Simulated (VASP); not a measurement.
# Ta (Im-3m) in VASP: single point with PBEsol

Aim: the single point of Ta with PBEsol.

Program: VASP 6.6.1. These are calculated values, not measurements. Logs are shortened: lines on timing, memory, paths and dates and some standing lists are left out, and cuts for length are marked.

### Step 1. The cell of the first run

The structure is cubic, space group Im-3m (No. 229). Conventional cell: a = 3.346 Å, b = 3.346 Å, c = 3.346 Å, α = 90.00°, β = 90.00°, γ = 90.00°. Ta (site symmetry m-3m) has 14 Ta at 2.90 to 3.35 Å within 3.8 Å.

### Step 2. Single point, PBEsol (volume scaled by 1.04)

INCAR reads:

```
PREC = Accurate
ENCUT = 520
EDIFF = 1E-6
ISMEAR = -1
SIGMA = 0.08
LREAL = False
LASPH = True
NELM = 80
ALGO = Normal
ISIF = 2
LWAVE = False
LCHARG = True
GGA = PS
LELF = True
LVHAR = True
NBANDS = 12
```

KPOINTS reads:

```
regular mesh
0
Gamma
  17 17 17
```

POSCAR reads:

```
Ta
1.0
   -1.6730098603      1.6730098603      1.6730098603
    1.6730098603     -1.6730098603      1.6730098603
    1.6730098603      1.6730098603     -1.6730098603
Ta
1
Direct
    0.0000000000      0.0000000000      0.0000000000
```

Potentials or basis: VASP PAW PBE potentials, release 64 (Ta_pv).

Started as:

```sh
cat potpaw_PBE.64/Ta_pv/POTCAR > POTCAR
mpirun -np 1 vasp_std > vasp.out
```

OUTCAR:

```text
PREC = Accurate
   ENCUT = 520
   EDIFF = 1E-6
   ISMEAR = -1
   LREAL = False
   LASPH = True
   NELM = 80
   ISIF = 2
   GGA = PS

 ion  position               nearest neighbor table
   1  0.000  0.000  0.000-

  LATTYP: Found a body centered cubic cell.
 ALAT       =     3.3460197206

  Lattice vectors:

 A1 = (  -1.6730098603,   1.6730098603,   1.6730098603)
 A2 = (   1.6730098603,  -1.6730098603,   1.6730098603)
 A3 = (   1.6730098603,   1.6730098603,  -1.6730098603)

Analysis of symmetry for initial positions (statically):
=====================================================================
 Subroutine PRICEL returns:
 Original cell was already a primitive cell.

 Routine SETGRP: Setting up the symmetry group for a
 body centered cubic supercell.

 Subroutine GETGRP returns: Found 48 space group operations
 (whereof 48 operations were pure point group operations)
 out of a pool of 48 trial point group operations.

The static configuration has the point symmetry O_h .

Analysis of symmetry for dynamics (positions and initial velocities):
=====================================================================
 Subroutine PRICEL returns:
 Original cell was already a primitive cell.

 Routine SETGRP: Setting up the symmetry group for a
 body centered cubic supercell.

 Subroutine GETGRP returns: Found 48 space group operations
 (whereof 48 operations were pure point group operations)
 out of a pool of 48 trial point group operations.

The dynamic configuration has the point symmetry O_h .

 Subroutine INISYM returns: Found 48 space group operations
 (whereof 48 operations are pure point group operations),
 and found     1 'primitive' translations

----------------------------------------------------------------------------------------

                                     Primitive cell

  volume of cell :      18.7308

  direct lattice vectors                    reciprocal lattice vectors
    -1.673009860  1.673009860  1.673009860     0.000000000  0.298862554  0.298862554
     1.673009860 -1.673009860  1.673009860     0.298862554  0.000000000  0.298862554
     1.673009860  1.673009860 -1.673009860     0.298862554  0.298862554  0.000000000

  length of vectors
     2.897738080  2.897738080  2.897738080     0.422655477  0.422655477  0.422655477

  position of ions in fractional coordinates (direct lattice)
     0.000000000  0.000000000  0.000000000

  ion indices of the primitive-cell ions
   primitive index   ion index
                 1           1

----------------------------------------------------------------------------------------

 KPOINTS: regular mesh

Automatic generation of k-mesh.
 Grid dimensions read from file:
 generate k-points for:   17   17   17

 Generating k-lattice:

  Cartesian coordinates                     Fractional coordinates (reciprocal lattice)
     0.000000000  0.017580150  0.017580150     0.058823529  0.000000000  0.000000000
     0.017580150  0.000000000  0.017580150     0.000000000  0.058823529  0.000000000
     0.017580150  0.017580150  0.000000000     0.000000000  0.000000000  0.058823529

  Length of vectors
     0.024862087  0.024862087  0.024862087

  Shift w.r.t. Gamma in fractional coordinates (k-lattice)
     0.000000000  0.000000000  0.000000000

 Subroutine IBZKPT returns following result:
 ===========================================

 Found    165 irreducible k-points:

 Following reciprocal coordinates:
            Coordinates               Weight
  0.000000  0.000000  0.000000      1.000000
  0.058824  0.000000  0.000000     12.000000
  0.117647  0.000000  0.000000     12.000000
  0.176471  0.000000  0.000000     12.000000
  0.235294  0.000000  0.000000     12.000000
  0.294118  0.000000  0.000000     12.000000
[... 16 lines left out ...]
  0.411765  0.117647  0.000000     48.000000
  0.176471  0.176471  0.000000     24.000000
 [... further k-points ...]
   k-points           NKPTS =    165   k-points in BZ     NKDIM =    165   number of bands    NBANDS=     12
   number of dos      NEDOS =    301   number of ions     NIONS =      1
   total plane-waves  NPLWV =  13824
   dimension x,y,z NGX =    24 NGY =   24 NGZ =   24
   dimension x,y,z NGXF=    48 NGYF=   48 NGZF=   48
   ions per type =               1
   NGX,Y,Z   is equivalent  to a cutoff of  13.77, 13.77, 13.77 a.u.
   NGXF,Y,Z  is equivalent  to a cutoff of  27.54, 27.54, 27.54 a.u.
 SYSTEM =  unknown system
   PREC   = accura    normal or accurate (medium, high low for compatibility)
   ISTART =      0    job   : 0-new  1-cont  2-samecut
   ICHARG =      2    charge: 1-file 2-atom 10-const
   ISPIN  =      1    spin polarized calculation?
   LNONCOLLINEAR =      F non collinear calculations
   LSORBIT =      F    spin-orbit coupling
   LASPH  =      T    aspherical Exc in radial PAW
   ENCUT  =  520.0 eV  38.22 Ry    6.18 a.u.   5.39  5.39  5.39*2*pi/ulx,y,z
   NELM   =     80;   NELMIN=  2; NELMDL= -5     # of ELM steps
   EDIFF  = 0.1E-05   stopping-criterion for ELM
   LREAL  =      F    real-space projection
   EDIFFG = 0.1E-04   stopping-criterion for IOM
   NSW    =      0    number of steps for IOM
   IBRION =     -1    ionic relax: 0-MD 1-quasi-New 2-CG
   NFREE  =      0    steps in history (QN), initial steepest desc. (CG)
   ISIF   =      2    stress and relaxation
   ISYM   =      2    0-nonsym 1-usesym 2-fastsym
   POTIM  = 0.5000    time-step for ionic-motion
   TEBEG  =    0.0;   TEEND  =   0.0 temperature during run
   PSTRESS=    0.0 pullay stress
   NELECT =      11.0000    total number of electrons
   NUPDOWN=      -1.0000    fix difference up-down
   EMIN   =  10.00;   EMAX   =-10.00  energy-range for DOS
   EFERMI =   0.00;   METHOD = LEGACY
   ISMEAR =    -1;   SIGMA  =   0.08  broadening in eV -4-tet -1-fermi 0-gaus
   EFERMI_NEDOS =   21; number of points for ismear=-14 and -15
   IALGO  =     38    algorithm
   IMIX   =      4    mixing-type and parameters
     AMIX     =   0.40;   BMIX     =  1.00
     AMIX_MAG =   1.60;   BMIX_MAG =  1.00
  volume/ion in A,a.u.               =      18.73       126.40
  Fermi-wavevector in a.u.,A,eV,Ry     =   1.370947  2.590714 25.572079  1.879495
  Thomas-Fermi vector in A             =   2.496687
   LORBIT       =      0    0 simple, 1 ext, 2 COOP (PROOUT), +10 PAW based schemes
   GGA     = PS    functional components
   LHFCALC =     F    Hartree Fock is set to
   AEXX    =    0.0000 exact exchange contribution
   IVDW    =     0    specifies the selected vdW correction
   LEPSILON=     F    determine dielectric tensor
   LRPA    =     F    only Hartree local field effects (RPA)
 non-spin polarized calculation
  energy-cutoff  :      520.00
  volume of cell :       18.73
 maximum number of plane-waves:       531
 NGX is ok and might be reduce to    24
   NGX = 11   NGY = 11   NGZ = 11

 number of electron      10.9999999 magnetization

 Free energy of the ion-electron system (eV)
  ---------------------------------------------------
  ext. energy  EPLUGINS =         0.00000000
  ---------------------------------------------------
  free energy    TOTEN  =       -12.52935387 eV

  energy without entropy =      -12.50051986  energy(sigma->0) =      -12.51493687

 E-fermi :   5.0180     XC(G=0): -12.5291

 val. band max:        5.0166608668   @ k =   0.3529   0.1765   0.0000
 cond. band min:       5.0286101604   @ k =  -0.4706  -0.4706   0.1765
 fundamental gap:      0.0119492936
 Fermi energy:         5.0179882141

 k-point     1 :       0.0000    0.0000    0.0000
  band No.  band energies     occupation
      1     -28.1714      2.00000
      2     -28.1714      2.00000
      3     -28.1714      2.00000
      4      -2.7659      2.00000
      5       5.7280      0.00028
      6       5.7280      0.00028
      7       5.7280      0.00028
      8       8.8595      0.00000
      9       8.8595      0.00000
     10      19.5338      0.00000
     11      19.8671      0.00000
     12      19.8671      0.00000

 k-point     2 :       0.0588    0.0000    0.0000
  band No.  band energies     occupation
      1     -28.2092      2.00000
      2     -28.1832      2.00000
      3     -28.1715      2.00000
      4      -2.6178      2.00000
      5       5.6327      0.00092
      6       5.7012      0.00039
      7       5.8724      0.00005
      8       8.7058      0.00000
      9       8.8604      0.00000
     10      19.5338      0.00000
     11      19.9986      0.00000
     12      20.1273      0.00000

 k-point     3 :       0.1176    0.0000    0.0000
  band No.  band energies     occupation
      1     -28.3164      2.00000
      2     -28.2167      2.00000
      3     -28.1720      2.00000
      4      -2.1896      2.00000
      5       5.3722      0.02361
      6       5.5845      0.00168
      7       6.3006      0.00000
      8       8.3951      0.00000
      9       8.8714      0.00000
     10      19.5330      0.00000
     11      20.3150      0.00000
     12      20.8797      0.00000
[... 286 lines left out ...]
 k-point    23 :       0.4118    0.1176    0.0000
  band No.  band energies     occupation
      1     -29.1568      2.00000
      2     -28.5505      2.00000
      3     -28.2270      2.00000
      4       1.2141      2.00000
      5       3.6527      2.00000
      6       5.7066      0.00037
      7       8.5689      0.00000
      8       9.9093      0.00000
      9      12.8832      0.00000
     10      15.5560      0.00000
     11      17.6749      0.00000
     12      19.5456      0.00000

 k-point    24 :       0.1765    0.1765    0.0000
  band No.  band energies     occupation
      1     -28.8406      2.00000
      2     -28.3937      2.00000
      3     -28.2402      2.00000
      4       0.3940      2.00000
      5       4.2175      1.99991
      6       4.4659      1.99799
      7       7.9470      0.00000
      8       9.4889      0.00000
      9       9.6391      0.00000
     10      19.1766      0.00000
     11      19.5781      0.00000
     12      21.3325      0.00000

 [... further k-points ...]

------------------------ aborting loop because EDIFF is reached ----------------------------------------

  FORCE on cell =-STRESS in cart. coord.  units (eV):
  Direction    XX          YY          ZZ          XY          YZ          ZX
  --------------------------------------------------------------------------------------
  -------------------------------------------------------------------------------------
  Total       -1.2561077     -1.2561077     -1.2561077      0.0000000     -0.0000000     -0.0000000
  in kB     -107.4439519   -107.4439519   -107.4439519      0.0000000     -0.0000000     -0.0000000
  external PRESSURE =    -107.4439519 kB  Pullay stress =       0.0000000 kB

 VOLUME and BASIS-vectors are now :
 -----------------------------------------------------------------------------
  energy-cutoff  :      520.00
  volume of cell :       18.73
      direct lattice vectors                 reciprocal lattice vectors
    -1.673009860  1.673009860  1.673009860     0.000000000  0.298862554  0.298862554
     1.673009860 -1.673009860  1.673009860     0.298862554  0.000000000  0.298862554
     1.673009860  1.673009860 -1.673009860     0.298862554  0.298862554  0.000000000

 POSITION                                       TOTAL-FORCE (eV/Angst)
 -----------------------------------------------------------------------------------
      0.00000      0.00000      0.00000         0.000000      0.000000     -0.000000
 -----------------------------------------------------------------------------------
    total drift:                                0.000000      0.000000     -0.000000

  FREE ENERGIE OF THE ION-ELECTRON SYSTEM (eV)
  ---------------------------------------------------
  free  energy   TOTEN  =       -12.5293538711 eV

  energy  without entropy=      -12.5005198594  energy(sigma->0) =      -12.51493687
```

It took 44 s on 1 thread of Intel Xeon 8259CL, shared host; peak memory 0.17 GiB.

Results:

```yaml
Free_energy: -12.5294 eV
Pressure: -10.7 GPa
```

Caveat: the PAW data sets were made with another functional, which shifts forces and pressure a little; spin-orbit coupling is left out, which moves the levels of the heavy elements.
